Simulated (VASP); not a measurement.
# Tl (Fd-3m) in VASP: further runs, part 2 of 2

VASP 6.6.1. Earlier steps stand in the parts before.

### 4 Single point, PBEsol

This run uses another cell than the first one, of 40.73 Å³/atom, 1.087 times its volume.

INCAR

```
SYSTEM = Tl
PREC = Accurate ; ENCUT = 520
EDIFF = 1E-6 ; ISMEAR = -1
SIGMA = 0.1 ; LREAL = .FALSE.
LASPH = .TRUE. ; NELM = 80
ALGO = Normal ; ISIF = 2
LWAVE = .FALSE. ; LCHARG = .FALSE.
GGA = PS ; NBANDS = 20
```

KPOINTS

```
regular mesh
0
G
  9 9 9
  0 0 0
```

POSCAR

```
Tl
1.0
    0.0000000000      3.4407587710      3.4407587710
    3.4407587710      0.0000000000      3.4407587710
    3.4407587710      3.4407587710      0.0000000000
Tl
2
Direct
    0.1250000000      0.1250000000      0.1250000000
    0.8750000000      0.8750000000      0.8750000000
```

Potentials or basis: VASP PAW PBE potentials, release 64 (Tl_d).

Command:

```console
$ cat potpaw_PBE.64/Tl_d/POTCAR > POTCAR
$ mpirun -np 1 vasp_std > vasp.out
```

OUTCAR:

```text
SYSTEM = Tl
   PREC = Accurate
   ENCUT = 520
   EDIFF = 1E-6
   ISMEAR = -1
   LREAL = .FALSE.
   LASPH = .TRUE.
   NELM = 80
   ISIF = 2
   GGA = PS

 ion  position               nearest neighbor table
   1  0.125  0.125  0.125-   2 2.98   2 2.98   2 2.98   2 2.98
   2  0.875  0.875  0.875-   1 2.98   1 2.98   1 2.98   1 2.98

  LATTYP: Found a face centered cubic cell.
 ALAT       =     6.8815175420

  Lattice vectors:

 A1 = (   0.0000000000,   3.4407587710,   3.4407587710)
 A2 = (   3.4407587710,   0.0000000000,   3.4407587710)
 A3 = (   3.4407587710,   3.4407587710,   0.0000000000)

Analysis of symmetry for initial positions (statically):
[... 5 lines left out ...]
 face centered cubic supercell.

 Subroutine GETGRP returns: Found 48 space group operations
 (whereof 12 operations were pure point group operations)
 out of a pool of 48 trial point group operations.

The static configuration has the point symmetry D_3d.
 The point group associated with its full space group is O_h .

Analysis of symmetry for dynamics (positions and initial velocities):
[... 144 lines left out ...]
  energy-cutoff  :      520.00
  volume of cell :       81.47
 maximum number of plane-waves:      2218
   NGX = 19   NGY = 19   NGZ = 19

 number of electron      25.9999993 magnetization

 Free energy of the ion-electron system (eV)
  ---------------------------------------------------
  ext. energy  EPLUGINS =         0.00000000
  ---------------------------------------------------
  free energy    TOTEN  =        -4.39752079 eV

  energy without entropy =       -4.33951062  energy(sigma->0) =       -4.36851570

 E-fermi :   3.1610     XC(G=0):  -8.4386

 val. band max:        3.1558817403   @ k =  -0.4444   0.3333   0.0000
 cond. band min:       3.2307996959   @ k =   0.3333   0.3333   0.0000
 fundamental gap:      0.0749179556
 Fermi energy:         3.1609839728

 k-point     1 :       0.0000    0.0000    0.0000
  band No.  band energies     occupation
      1      -8.6890      2.00000
      2      -8.6890      2.00000
      3      -8.6890      2.00000
      4      -8.6017      2.00000
      5      -8.6017      2.00000
      6      -7.9750      2.00000
[... 541 lines left out ...]
     19      12.3299      0.00000
     20      13.7101      0.00000

 [... further k-points ...]
[... 5 lines left out ...]
  --------------------------------------------------------------------------------------
  -------------------------------------------------------------------------------------
  Total       -0.0138459     -0.0138459     -0.0138459     -0.0000000      0.0000000     -0.0000000
  in kB       -0.2722948     -0.2722948     -0.2722948     -0.0000000      0.0000000     -0.0000000
  external PRESSURE =      -0.2722948 kB  Pullay stress =       0.0000000 kB

 VOLUME and BASIS-vectors are now :
 -----------------------------------------------------------------------------
  energy-cutoff  :      520.00
  volume of cell :       81.47
      direct lattice vectors                 reciprocal lattice vectors
     0.000000000  3.440758771  3.440758771    -0.145316784  0.145316784  0.145316784
     3.440758771  0.000000000  3.440758771     0.145316784 -0.145316784  0.145316784
     3.440758771  3.440758771  0.000000000     0.145316784  0.145316784 -0.145316784

 POSITION                                       TOTAL-FORCE (eV/Angst)
 -----------------------------------------------------------------------------------
      0.86019      0.86019      0.86019        -0.000000     -0.000000     -0.000000
      6.02133      6.02133      6.02133         0.000000      0.000000      0.000000
 -----------------------------------------------------------------------------------
    total drift:                                0.000000      0.000000      0.000000

  FREE ENERGIE OF THE ION-ELECTRON SYSTEM (eV)
  ---------------------------------------------------
  free  energy   TOTEN  =        -4.3975207872 eV

  energy  without entropy=       -4.3395106172  energy(sigma->0) =       -4.36851570
```

OSZICAR:

```text
N       E                     dE             d eps       ncg     rms          rms(c)
DAV:   1     0.121723289951E+03    0.12172E+03   -0.13431E+04  1400   0.116E+03
DAV:   2    -0.201960391795E+01   -0.12374E+03   -0.12148E+03  1524   0.254E+02
DAV:   3    -0.442090224955E+01   -0.24013E+01   -0.23852E+01  1624   0.311E+01
DAV:   4    -0.444521020612E+01   -0.24308E-01   -0.24304E-01  1484   0.310E+00
DAV:   5    -0.444581001618E+01   -0.59981E-03   -0.59981E-03  1608   0.451E-01    0.288E+00
DAV:   6    -0.440430604121E+01    0.41504E-01   -0.80393E-02  1488   0.216E+00    0.199E+00
DAV:   7    -0.439788874471E+01    0.64173E-02   -0.29953E-02  1524   0.133E+00    0.771E-01
DAV:   8    -0.439750105537E+01    0.38769E-03   -0.25673E-03  1452   0.337E-01    0.532E-02
DAV:   9    -0.439751172402E+01   -0.10669E-04   -0.46728E-05  1576   0.508E-02    0.248E-02
DAV:  10    -0.439752046533E+01   -0.87413E-05   -0.12828E-05  1452   0.199E-02    0.248E-03
DAV:  11    -0.439752078723E+01   -0.32191E-06   -0.37859E-07  1012   0.419E-03
   1 F= -.43975208E+01 E0= -.43685157E+01  d E =-.580102E-01
```

Wall time 78 s (1 thread of AMD EPYC 7R13 (Zen 3), shared host); peak memory 0.19 GiB.

Results:

```yaml
Free_energy: -4.3975 eV
Pressure: 0.0 GPa
Band_gap_on_the_k_mesh: zero (band 13 reaches 5.62 eV, above the bottom of band 14 at 2.54 eV)
```

Caveat: the PAW data sets were made with another functional, which shifts forces and pressure a little; spin-orbit coupling is left out, which moves the levels of the heavy elements.

### 5 Summary

| cell | gap on the mesh (eV) | pressure (GPa) |
| --- | --- | --- |
| a = 4.733 Å, angles 60.0°, 2 atoms | none | 2.0 |
| a = 4.800 Å, angles 60.0°, 2 atoms | none | 0.9 |
| a = 4.866 Å, angles 60.0°, 2 atoms | none | 0.0 |

Alike in all rows: task single point; level PBEsol; potentials or basis VASP PAW PBE potentials, release 64 (Tl_d); no spin polarisation; k mesh 9 × 9 × 9; cutoff (eV) 520; smearing fermi-dirac 0.1 eV.

Caveats: the PAW data sets were made with another functional, which shifts forces and pressure a little; spin-orbit coupling is left out, which moves the levels of the heavy elements.

Total energies depend on the potentials used, so only differences within one code and one set of settings carry meaning.
